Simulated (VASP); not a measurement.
# Cu (Fd-3m) in VASP: notebook, part 2 of 2

VASP 6.6.1. Earlier steps stand in the parts before.

## 3. Single point, r2SCAN, non-collinear spin, zero start, spin-orbit coupling

This run uses another cell than the first one, of 18.08 Å³/atom.

File POSCAR:

```
Cu
1.0
    0.0000000000      2.6245551417      2.6245551417
    2.6245551417      0.0000000000      2.6245551417
    2.6245551417      2.6245551417      0.0000000000
Cu
2
Direct
    0.1250000000      0.1250000000      0.1250000000
    0.8750000000      0.8750000000      0.8750000000
```

File INCAR.step1:

```
SYSTEM = Cu
ALGO = Normal
EDIFF = 1E-5
ENCUT = 660
GGA = PE
GGA_COMPAT = .FALSE.
ISMEAR = -1
LASPH = .TRUE.
LCHARG = .FALSE.
LMAXMIX = 4
LREAL = .FALSE.
LSORBIT = .TRUE.
LWAVE = .TRUE.
MAGMOM = 0 0 0 0 0 0
NBANDS = 34
NELM = 200
PREC = Accurate
SIGMA = 0.1
```

File INCAR.step2:

```
SYSTEM = Cu
ALGO = Normal
EDIFF = 1E-6
ENCUT = 660
GGA_COMPAT = .FALSE.
ISIF = 2
ISMEAR = -1
ISTART = 1
LASPH = .TRUE.
LCHARG = .FALSE.
LMAXMIX = 4
LMIXTAU = .TRUE.
LORBIT = 11
LORBMOM = .TRUE.
LREAL = .FALSE.
LSORBIT = .TRUE.
LWAVE = .FALSE.
MAGMOM = 0 0 0 0 0 0
METAGGA = R2SCAN
NBANDS = 34
NELM = 200
PREC = Accurate
SIGMA = 0.1
```

File KPOINTS:

```
k-points
0
G
  10 10 10
  0 0 0
```

Potentials or basis: VASP PAW PBE potentials, release 64 (Cu).

The run is started by

```console
$ cat potpaw_PBE.64/Cu/POTCAR > POTCAR
$ cp INCAR.step1 INCAR
$ mpirun -np 1 vasp_ncl > vasp.out
$ cp INCAR.step2 INCAR
$ mpirun -np 1 vasp_ncl > vasp.out
```

OUTCAR:

```text
SYSTEM = Cu
   EDIFF = 1E-6
   ENCUT = 660
   ISIF = 2
   ISMEAR = -1
   ISTART = 1
   LASPH = .TRUE.
   LORBIT = 11
   LREAL = .FALSE.
   LSORBIT = .TRUE.
   METAGGA = R2SCAN
   NELM = 200
   PREC = Accurate

 ion  position               nearest neighbor table
   1  0.125  0.125  0.125-   2 2.27   2 2.27   2 2.27   2 2.27
   2  0.875  0.875  0.875-   1 2.27   1 2.27   1 2.27   1 2.27

  LATTYP: Found a face centered cubic cell.
 ALAT       =     5.2491102834

  Lattice vectors:

 A1 = (   0.0000000000,   2.6245551417,   2.6245551417)
 A2 = (   2.6245551417,   0.0000000000,   2.6245551417)
 A3 = (   2.6245551417,   2.6245551417,   0.0000000000)

Analysis of symmetry for initial positions (statically):
=====================================================================
 Subroutine PRICEL returns:
 Original cell was already a primitive cell.

 Routine SETGRP: Setting up the symmetry group for a
 face centered cubic supercell.

 Subroutine GETGRP returns: Found 48 space group operations
 (whereof 12 operations were pure point group operations)
 out of a pool of 48 trial point group operations.

The static configuration has the point symmetry D_3d.
 The point group associated with its full space group is O_h .

Analysis of symmetry for dynamics (positions and initial velocities):
[... 1150 lines left out ...]
     0.0000000     0.0000000     0.0000000     0.0000000     0.0000000     0.0000000     0.0000000
     0.0000000     0.0000000     0.0000000     0.0000000     0.0000000     0.0000000     0.0000000
     0.0000000     0.0000000     0.0000000     0.0000000     0.0000000     0.0000000     0.0000000
     0.0000000     0.0000000     0.0000000     0.0000000     0.0000000     0.0000000     0.0000000

 Ion:    2  E_soc:     -0.0118199
 l=   1
     0.0000000    -0.0002555    -0.0002555
    -0.0002555     0.0000000    -0.0002555
    -0.0002555    -0.0002555     0.0000000
 l=   2
     0.0000000    -0.0003576     0.0000000    -0.0003576    -0.0013569
    -0.0003576     0.0000000    -0.0010177    -0.0003576    -0.0003392
     0.0000000    -0.0010177     0.0000000    -0.0010177     0.0000000
    -0.0003576    -0.0003576    -0.0010177     0.0000000    -0.0003392
    -0.0013569    -0.0003392     0.0000000    -0.0003392     0.0000000
 l=   3
     0.0000000     0.0000000     0.0000000     0.0000000     0.0000000     0.0000000     0.0000000
     0.0000000     0.0000000     0.0000000     0.0000000     0.0000000     0.0000000     0.0000000
     0.0000000     0.0000000     0.0000000     0.0000000     0.0000000     0.0000000     0.0000000
     0.0000000     0.0000000     0.0000000     0.0000000     0.0000000     0.0000000     0.0000000
     0.0000000     0.0000000     0.0000000     0.0000000     0.0000000     0.0000000     0.0000000
     0.0000000     0.0000000     0.0000000     0.0000000     0.0000000     0.0000000     0.0000000
     0.0000000     0.0000000     0.0000000     0.0000000     0.0000000     0.0000000     0.0000000

 total charge

# of ion       s       p       d       tot
------------------------------------------
    1        0.518   0.259   9.243  10.020
    2        0.518   0.259   9.243  10.020
--------------------------------------------------
tot          1.036   0.518  18.487  20.041

 magnetization (x)

# of ion       s       p       d       tot
------------------------------------------
    1        0.000   0.000  -0.000  -0.000
    2        0.000   0.000   0.000   0.000
--------------------------------------------------
tot          0.000   0.000   0.000   0.000

 magnetization (y)

# of ion       s       p       d       tot
------------------------------------------
    1        0.000   0.000   0.000   0.000
    2        0.000   0.000   0.000   0.000
--------------------------------------------------
tot          0.000   0.000   0.000   0.000

 magnetization (z)

# of ion       s       p       d       tot
------------------------------------------
    1        0.000   0.000   0.000   0.000
    2        0.000   0.000   0.000   0.000
--------------------------------------------------
tot          0.000   0.000   0.000   0.000
```

OUTCAR.step1:

```text
SYSTEM = Cu
   EDIFF = 1E-5
   ENCUT = 660
   GGA = PE
   ISMEAR = -1
[... 1178 lines left out ...]
     0.0000000     0.0000000     0.0000000     0.0000000     0.0000000     0.0000000     0.0000000
     0.0000000     0.0000000     0.0000000     0.0000000     0.0000000     0.0000000     0.0000000
     0.0000000     0.0000000     0.0000000     0.0000000     0.0000000     0.0000000     0.0000000
     0.0000000     0.0000000     0.0000000     0.0000000     0.0000000     0.0000000     0.0000000
     0.0000000     0.0000000     0.0000000     0.0000000     0.0000000     0.0000000     0.0000000
     0.0000000     0.0000000     0.0000000     0.0000000     0.0000000     0.0000000     0.0000000

=======================================================================

 ========================================================
```

OSZICAR.step1:

```text
N       E                     dE             d eps       ncg     rms          rms(c)
DAV:   1     0.185784339408E+03    0.18578E+03   -0.11016E+04  3212   0.239E+03
DAV:   2     0.137901367575E+02   -0.17199E+03   -0.16429E+03  3196   0.380E+02
DAV:   3    -0.600117124510E+01   -0.19791E+02   -0.17951E+02  3402   0.166E+02
DAV:   4    -0.661281229101E+01   -0.61164E+00   -0.60934E+00  3750   0.384E+01
DAV:   5    -0.662088174116E+01   -0.80695E-02   -0.80686E-02  4144   0.421E+00    0.981E+00
DAV:   6    -0.635266831005E+01    0.26821E+00   -0.13052E+01  3818   0.970E+01    0.642E+00
DAV:   7    -0.540406854526E+01    0.94860E+00   -0.34316E+00  3792   0.483E+01    0.431E-01
DAV:   8    -0.540568021126E+01   -0.16117E-02   -0.10754E-01  4288   0.626E+00    0.829E-01
DAV:   9    -0.539800824980E+01    0.76720E-02   -0.42036E-02  3842   0.508E+00    0.207E-01
DAV:  10    -0.539751160634E+01    0.49664E-03   -0.19316E-03  4112   0.101E+00    0.793E-02
DAV:  11    -0.539741966249E+01    0.91944E-04   -0.23653E-04  4366   0.331E-01    0.139E-02
DAV:  12    -0.539741612655E+01    0.35359E-05   -0.25892E-05  3418   0.800E-02
   1 F= -.53974161E+01 E0= -.53852381E+01  d E =-.243560E-01  mag=     0.0000     0.0000     0.0000
```

It took 21 min on 1 thread of Oxide Virtual Turin-like, shared host; peak memory 0.4 GiB.

What came out:

| Item | Value |
| --- | --- |
| Free energy | -19.4498 eV |
| Pressure | 0.4 GPa |
| Net moment | 0.00 μB per cell |
| Valence electrons inside the program's atomic spheres | Cu 10.02 |

Moments on the atoms (μB; x, y, z):
```
Cu  0.00 0.00 0.00
Cu  0.00 0.00 0.00
```

Caveat: the PAW data sets were made with another functional, which shifts forces and pressure a little.
